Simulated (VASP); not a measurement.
Input of a VASP 6.6.1 run:

Contents of INCAR:

```
  PREC = Accurate
  ENCUT = 520
  EDIFF = 1E-6
  ISMEAR = 0
  SIGMA = 0.1
  LREAL = F
  LASPH = T
  NELM = 100
  ALGO = Normal
  ISIF = 2
  LWAVE = F
  LCHARG = F
  GGA = PE
  NBANDS = 58
```

The input KPOINTS:

```
Automatic mesh
0
Gamma
  4 4 2
```

POSCAR

```
Ta2NbO2
1.0
    4.1760500838      0.4509314633      0.1009313632
   -0.4541282207      4.1758927346      0.0893543603
   -0.1810524580     -0.1990289941      8.3661767388
Ta Nb O
4 2 4
Direct
    0.4999233628     -0.0000208678      0.0499869602
    0.4999931015      0.9999450533      0.5499926955
    0.0000977637      0.4999335012      0.0499973809
    1.0000089259      0.5001747700      0.5500323080
    0.4999339723      0.5000300331      0.8000201925
    0.4999850855      0.5000684172      0.3000278950
    0.5001021160      0.0000430464      0.2999636864
    0.5000695412      1.0000313469      0.7999810469
   -0.0000560290      0.4998684420      0.2999835132
    0.9999421601      0.4999262578      0.8000143212
```

Potentials or basis: VASP PAW PBE potentials, release 64 (Ta_pv, Nb_sv, O).

Run with:

```sh
$ cat potpaw_PBE.64/Ta_pv/POTCAR potpaw_PBE.64/Nb_sv/POTCAR potpaw_PBE.64/O/POTCAR > POTCAR
$ mpirun -np 1 vasp_std > vasp.out
```

What does it give for the largest force?

0.007 eV/Å.

What does it give for the pressure?

-0.1 GPa.

Predict the band gap on the k mesh.

zero (bands 47 and 48 overlap by 0.92 eV).

Forces on the atoms (eV/Å):
```
Ta   0.001  0.000  0.001
Ta   0.000  0.000  0.000
Ta  -0.002  0.000  0.001
Ta   0.001 -0.003 -0.006
Nb   0.001  0.000 -0.001
Nb  -0.002 -0.002 -0.001
O   -0.002  0.000  0.003
O   -0.001  0.000  0.001
O    0.003  0.003  0.003
O    0.001  0.001 -0.002
```

Caveat: the k points lie up to 0.38 Å⁻¹ apart, too coarse for converged energies and pressures of a metal; spin-orbit coupling is left out, which moves the levels of the heavy elements.
